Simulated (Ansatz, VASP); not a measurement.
Si2W3 in VASP and in Ansatz

```
CELL_PARAMETERS angstrom
4.46676 0.00000 0.00000
0.00000 4.46676 0.00000
0.00000 0.00000 4.46676
ATOMIC_POSITIONS crystal
Si 0.50000 0.50000 0.50000
Si 0.00000 0.00000 0.00000
W 0.50000 0.00000 0.00000
W 0.00000 0.50000 0.00000
W 0.00000 0.00000 0.50000
```

Alike in both runs: functional PBE; k mesh 4 × 4 × 4; occupations gaussian, width 0.1 eV; no spin polarisation.

Ansatz relaxed the structure, and its values are those at the end. VASP's run is a single point on that final structure, the one shown.

|  | VASP | Ansatz |
| --- | --- | --- |
| version | VASP 6.6.1 | Ansatz 0.2.0 |
| potentials or method | VASP PAW PBE potentials, release 64 (Si, W_sv), cutoff 520 eV | scalar-relativistic, plane waves, PAW |
| valence electrons in the cell | 50 | 50 |

|  | VASP | Ansatz | Ansatz less VASP |
| --- | --- | --- | --- |
| gap on the k mesh at the Fermi level (eV) | none | none | - |
| pressure (GPa) | 0.1 | 0.0 | -0.14 |

A gap of «none» marks a metal or a gap that the smearing closes.

Spin-orbit coupling is off throughout.
